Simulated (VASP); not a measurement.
Crystal: Co.

```xyz
2
Lattice="2.4874 0.0000 0.0000 -1.2437 2.1541 0.0000 0.0000 0.0000 4.0633" Properties=species:S:1:pos:R:3 pbc="T T T"
Co    1.2437    0.7180    1.0559
Co    0.0000    1.4361    3.0074
```

Base run:

- Program: VASP 6.6.1
- Functional: PBEsol
- Potentials or basis: VASP PAW PBE potentials, release 64 (Co)
- Cutoff: 600 eV
- k mesh: 15 × 15 × 8
- Occupations: gaussian, width 0.05 eV
- Spin: collinear spin, ferromagnetic start
- Starting moments: [3.2, 3.2] μB

Its results: pressure -10.0 GPa; net moment 3.27 μB per cell; site moments Co +1.65 μB; largest force 0.436 eV/Å.

**Question.** The run is repeated on the same cell with these changes: functional from PBEsol to LDA; potentials or basis from VASP PAW PBE potentials, release 64 (Co) to VASP PAW LDA potentials, release 64 (Co). What comes out?

**Answer.** Pressure -18.1 GPa; net moment 3.19 μB per cell; site moments Co +1.59 μB; largest force 0.409 eV/Å.

Caveats: the cell stands under tension; the PAW data sets were made with another functional, which shifts forces and pressure a little (at least some runs).
